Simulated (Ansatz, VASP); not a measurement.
**ZnO in VASP and in Ansatz**

```
Zn O
1.0
    -3.23128    3.23128    2.64307
     3.23128   -3.23128    2.64307
     3.23128    3.23128   -2.64307
Zn O
4 4
Direct
  0.41044 0.91044 0.19840
  0.71205 0.21205 0.80160
  0.91044 0.71205 0.50000
  0.21205 0.41044 0.50000
  0.28869 0.08958 0.50000
  0.58958 0.78869 0.50000
  0.78869 0.28869 0.19911
  0.08958 0.58958 0.80089
```

Change from the starting cell: the structure that the rattled cell fell into.

Alike in both runs: functional PBE; k mesh 8 × 8 × 8; occupations gaussian, width 0.02 eV; no spin polarisation.

Ansatz relaxed the structure, and its values are those at the end. VASP's run is a single point on that final structure, the one shown.

|  | VASP | Ansatz |
| --- | --- | --- |
| version | VASP 6.6.1 | Ansatz 0.2.0 |
| potentials or method | VASP PAW PBE potentials, release 64 (Zn, O), cutoff 520 eV | scalar-relativistic, plane waves, PAW |
| valence electrons in the cell | 72 | 72 |

```csv
,VASP,Ansatz,Ansatz less VASP
gap on the k mesh at the Fermi level (eV),0.92,0.94,+0.015
least direct gap on the mesh (eV),0.92,0.94,+0.015
pressure (GPa),0.9,0.0,-0.85
rms of the force components (eV/Å),0.009,0.000,-0.0086
```

The functional is the same, so the differences come from potentials, cutoffs and numerics.
